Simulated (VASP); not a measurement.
# BN in VASP: further runs, part 2 of 2

VASP 6.6.1.

### 4 Single point, r2SCAN (strain -0.080 along x and y, -0.040 along z)

POSCAR

```
BN
1.0
    0.0000000000      1.6679609200      1.7404809600
    1.6679609200      0.0000000000      1.7404809600
    1.6679609200      1.6679609200      0.0000000000
B N
1 1
Direct
    0.0000000000      0.0000000000      0.0000000000
    0.7500000000      0.7500000000      0.7500000000
```

INCAR.step1

```
SYSTEM = BN
  PREC = Accurate
  ENCUT = 520
  ISMEAR = 0
  SIGMA = 0.05
  LREAL = .FALSE.
  LASPH = .TRUE.
  NELM = 80
  NBANDS = 11
  GGA = PE
  ALGO = Normal
  EDIFF = 1E-4
  LWAVE = .TRUE.
  LCHARG = .FALSE.
```

INCAR.step2

```
SYSTEM = BN
  PREC = Accurate
  ENCUT = 520
  EDIFF = 1E-6
  ISMEAR = 0
  SIGMA = 0.05
  LREAL = .FALSE.
  LASPH = .TRUE.
  NELM = 80
  ALGO = Normal
  ISIF = 2
  LWAVE = .FALSE.
  LCHARG = .FALSE.
  METAGGA = R2SCAN
  LMIXTAU = .TRUE.
  NBANDS = 11
  ISTART = 1
```

KPOINTS

```
Automatic mesh
0
G
  12 12 12
  0 0 0
```

Potentials or basis: VASP PAW PBE potentials, release 64 (B, N).

The run is started by

```bash
$ cat potpaw_PBE.64/B/POTCAR potpaw_PBE.64/N/POTCAR > POTCAR
$ cp INCAR.step1 INCAR
$ mpirun -np 1 vasp_std > vasp.out
$ cp INCAR.step2 INCAR
$ mpirun -np 1 vasp_std > vasp.out
```

OUTCAR:

```text
SYSTEM = BN
   PREC = Accurate
   ENCUT = 520
   EDIFF = 1E-6
   ISMEAR = 0
   LREAL = .FALSE.
   LASPH = .TRUE.
   NELM = 80
   ISIF = 2
   METAGGA = R2SCAN
   ISTART = 1

 ion  position               nearest neighbor table
   1  0.000  0.000  0.000-   2 1.47   2 1.47   2 1.47   2 1.47
   2  0.750  0.750  0.750-   1 1.47   1 1.47   1 1.47   1 1.47

  LATTYP: Found a body centered tetragonal cell.
 ALAT       =     2.3588529546
 C/A-ratio  =     1.4757011086

  Lattice vectors:

 A1 = (  -1.6679609200,   0.0000000000,   1.7404809600)
 A2 = (   1.6679609200,   0.0000000000,   1.7404809600)
 A3 = (   0.0000000000,   1.6679609200,  -1.7404809600)

Analysis of symmetry for initial positions (statically):
=====================================================================
 Subroutine PRICEL returns:
 Original cell was already a primitive cell.

 Routine SETGRP: Setting up the symmetry group for a
 body centered tetragonal supercell.

 Subroutine GETGRP returns: Found  8 space group operations
 (whereof  8 operations were pure point group operations)
 out of a pool of 16 trial point group operations.

The static configuration has the point symmetry D_2d.

Analysis of symmetry for dynamics (positions and initial velocities):
=====================================================================
 Subroutine PRICEL returns:
 Original cell was already a primitive cell.

 Routine SETGRP: Setting up the symmetry group for a
 body centered tetragonal supercell.

 Subroutine GETGRP returns: Found  8 space group operations
 (whereof  8 operations were pure point group operations)
 out of a pool of 16 trial point group operations.

The dynamic configuration has the point symmetry D_2d.

 Subroutine INISYM returns: Found  8 space group operations
 (whereof  8 operations are pure point group operations),
 and found     1 'primitive' translations

----------------------------------------------------------------------------------------

                                     Primitive cell

  volume of cell :       9.6844

  direct lattice vectors                    reciprocal lattice vectors
     0.000000000  1.667960920  1.740480960    -0.299767215  0.299767215  0.287276915
     1.667960920  0.000000000  1.740480960     0.299767215 -0.299767215  0.287276915
     1.667960920  1.667960920  0.000000000     0.299767215  0.299767215 -0.287276915

  length of vectors
     2.410677831  2.410677831  2.358852955     0.512102326  0.512102326  0.512102326

  position of ions in fractional coordinates (direct lattice)
     0.000000000  0.000000000  0.000000000
     0.750000000  0.750000000  0.750000000

  ion indices of the primitive-cell ions
   primitive index   ion index
                 1           1
                 2           2

----------------------------------------------------------------------------------------

 KPOINTS: Automatic mesh

Automatic generation of k-mesh.
 Grid dimensions read from file:
 generate k-points for:   12   12   12

 Generating k-lattice:

  Cartesian coordinates                     Fractional coordinates (reciprocal lattice)
    -0.024980601  0.024980601  0.023939743     0.083333333  0.000000000  0.000000000
[... 38 lines left out ...]
  0.500000  0.166667  0.000000      8.000000
 -0.416667  0.166667  0.000000      8.000000
 [... further k-points ...]
   k-points           NKPTS =    163   k-points in BZ     NKDIM =    163   number of bands    NBANDS=     11
   number of dos      NEDOS =    301   number of ions     NIONS =      2
   total plane-waves  NPLWV =   5832
   dimension x,y,z NGX =    18 NGY =   18 NGZ =   18
   dimension x,y,z NGXF=    36 NGYF=   36 NGZF=   36
   ions per type =               1   1
   NGX,Y,Z   is equivalent  to a cutoff of  12.41, 12.41, 12.69 a.u.
   NGXF,Y,Z  is equivalent  to a cutoff of  24.83, 24.83, 25.37 a.u.
 SYSTEM =  BN
   PREC   = accura    normal or accurate (medium, high low for compatibility)
   ISTART =      1    job   : 0-new  1-cont  2-samecut
   ICHARG =      0    charge: 1-file 2-atom 10-const
   ISPIN  =      1    spin polarized calculation?
   LNONCOLLINEAR =      F non collinear calculations
   LSORBIT =      F    spin-orbit coupling
   LASPH  =      T    aspherical Exc in radial PAW
   ENCUT  =  520.0 eV  38.22 Ry    6.18 a.u.   4.48  4.48  4.39*2*pi/ulx,y,z
   NELM   =     80;   NELMIN=  2; NELMDL=  0     # of ELM steps
   EDIFF  = 0.1E-05   stopping-criterion for ELM
   LREAL  =      F    real-space projection
   EDIFFG = 0.1E-04   stopping-criterion for IOM
   NSW    =      0    number of steps for IOM
   IBRION =     -1    ionic relax: 0-MD 1-quasi-New 2-CG
   NFREE  =      0    steps in history (QN), initial steepest desc. (CG)
   ISIF   =      2    stress and relaxation
   ISYM   =      2    0-nonsym 1-usesym 2-fastsym
   POTIM  = 0.5000    time-step for ionic-motion
   TEBEG  =    0.0;   TEEND  =   0.0 temperature during run
   PSTRESS=    0.0 pullay stress
   NELECT =       8.0000    total number of electrons
   NUPDOWN=      -1.0000    fix difference up-down
   EMIN   =  10.00;   EMAX   =-10.00  energy-range for DOS
   EFERMI =   0.00;   METHOD = LEGACY
   ISMEAR =     0;   SIGMA  =   0.05  broadening in eV -4-tet -1-fermi 0-gaus
   EFERMI_NEDOS =   21; number of points for ismear=-14 and -15
   IALGO  =     38    algorithm
   IMIX   =      4    mixing-type and parameters
     AMIX     =   0.40;   BMIX     =  1.00
     AMIX_MAG =   1.60;   BMIX_MAG =  1.00
  volume/ion in A,a.u.               =       4.84        32.68
  Fermi-wavevector in a.u.,A,eV,Ry     =   1.536082  2.902775 32.103611  2.359549
  Thomas-Fermi vector in A             =   2.642781
   LORBIT       =      0    0 simple, 1 ext, 2 COOP (PROOUT), +10 PAW based schemes
   METAGGA = R2SCAN    functional components
   LHFCALC =     F    Hartree Fock is set to
   AEXX    =    0.0000 exact exchange contribution
   IVDW    =     0    specifies the selected vdW correction
   LEPSILON=     F    determine dielectric tensor
   LRPA    =     F    only Hartree local field effects (RPA)
 non-spin polarized calculation
 Gauss-broadening in eV      SIGMA  =   0.05
  energy-cutoff  :      520.00
  volume of cell :        9.68
 maximum number of plane-waves:       273
 NGX is ok and might be reduce to    18
   NGX =  9   NGY =  9   NGZ =  9

 number of electron       8.0000002 magnetization

 Free energy of the ion-electron system (eV)
  ---------------------------------------------------
  ext. energy  EPLUGINS =         0.00000000
  ---------------------------------------------------
  free energy    TOTEN  =       -18.51620224 eV

  energy without entropy =      -18.51620224  energy(sigma->0) =      -18.51620224

 E-fermi :  10.3268     XC(G=0): -14.7364

 val. band max:       10.0712093420   @ k =   0.0000   0.0000   0.0000
 cond. band min:      14.7917231390   @ k =   0.5000   0.0000   0.5000
 fundamental gap:      4.7205137969
 Fermi energy:        10.3268022667

 k-point     1 :       0.0000    0.0000    0.0000
  band No.  band energies     occupation
      1     -13.8898      2.00000
      2       9.5440      2.00000
      3      10.0712      2.00000
      4      10.0712      2.00000
      5      20.3092      0.00000
      6      20.3092      0.00000
      7      20.6350      0.00000
      8      24.5677      0.00000
      9      39.6103      0.00000
     10      40.2384      0.00000
     11      40.7667      0.00000
[... 309 lines left out ...]
 k-point    24 :      -0.4167    0.1667    0.0000
  band No.  band energies     occupation
      1      -8.1049      2.00000
      2      -2.4359      2.00000
      3       4.3923      2.00000
      4       7.1143      2.00000
      5      21.3175      0.00000
      6      24.7676      0.00000
      7      25.3722      0.00000
      8      29.4722      0.00000
      9      35.5823      0.00000
     10      39.2135      0.00000
     11      42.4819      0.00000

 [... further k-points ...]

------------------------ aborting loop because EDIFF is reached ----------------------------------------

  FORCE on cell =-STRESS in cart. coord.  units (eV):
  Direction    XX          YY          ZZ          XY          YZ          ZX
  --------------------------------------------------------------------------------------
  -------------------------------------------------------------------------------------
  Total        7.3351589      7.3351589      5.2155538      0.0000000      0.0000000     -0.0000000
  in kB     1213.5260268   1213.5260268    862.8593258      0.0000000      0.0000000     -0.0000000
  external PRESSURE =    1096.6371265 kB  Pullay stress =       0.0000000 kB

 VOLUME and BASIS-vectors are now :
 -----------------------------------------------------------------------------
  energy-cutoff  :      520.00
  volume of cell :        9.68
      direct lattice vectors                 reciprocal lattice vectors
     0.000000000  1.667960920  1.740480960    -0.299767215  0.299767215  0.287276915
     1.667960920  0.000000000  1.740480960     0.299767215 -0.299767215  0.287276915
     1.667960920  1.667960920  0.000000000     0.299767215  0.299767215 -0.287276915

 POSITION                                       TOTAL-FORCE (eV/Angst)
 -----------------------------------------------------------------------------------
      0.00000      0.00000      0.00000        -0.000000     -0.000000     -0.000000
      2.50194      2.50194      2.61072         0.000000      0.000000      0.000000
 -----------------------------------------------------------------------------------
    total drift:                               -0.000002     -0.000002      0.000003

  FREE ENERGIE OF THE ION-ELECTRON SYSTEM (eV)
  ---------------------------------------------------
  free  energy   TOTEN  =       -18.5162022448 eV

  energy  without entropy=      -18.5162022448  energy(sigma->0) =      -18.51620224
```

It took 1.8 min on 1 thread of AMD EPYC 7R13, shared host; peak memory 0.1 GiB.

Results:

| Quantity | Value |
| --- | --- |
| Free energy | -18.5162 eV |
| Pressure | 109.7 GPa |
| Band gap on the k mesh | 4.72 eV, indirect (least direct gap 10.24 eV) |

Stress tensor (GPa, compression positive):
```
121.35   0.00   0.00
  0.00 121.35   0.00
  0.00   0.00  86.29
```

Caveat: the cell differs from its parent crystal (strain -0.080 along x and y, -0.040 along z); the PAW data sets were made with another functional, which shifts forces and pressure a little. A k mesh can miss the band edges.

### 5 Summary

| cell | gap on the mesh (eV) | pressure (GPa) |
| --- | --- | --- |
| a = 2.359 Å, angles 60.0°, 2 atoms | 5.23 | 143.9 |
| a = 2.769 Å, angles 60.0°, 2 atoms | 4.63 | -60.4 |
| a = 2.411, b = 2.411, c = 2.359 Å, angles 60.7, 60.7, 58.6°, 2 atoms | 4.72 | 109.7 |

Alike in all rows: task single point; level r2SCAN; potentials or basis VASP PAW PBE potentials, release 64 (B, N); no spin polarisation; k mesh 12 × 12 × 12; cutoff (eV) 520; smearing gaussian 0.05 eV.

Caveats: the PAW data sets were made with another functional, which shifts forces and pressure a little.

Total energies depend on the potentials used, so only differences within one code and one set of settings carry meaning.
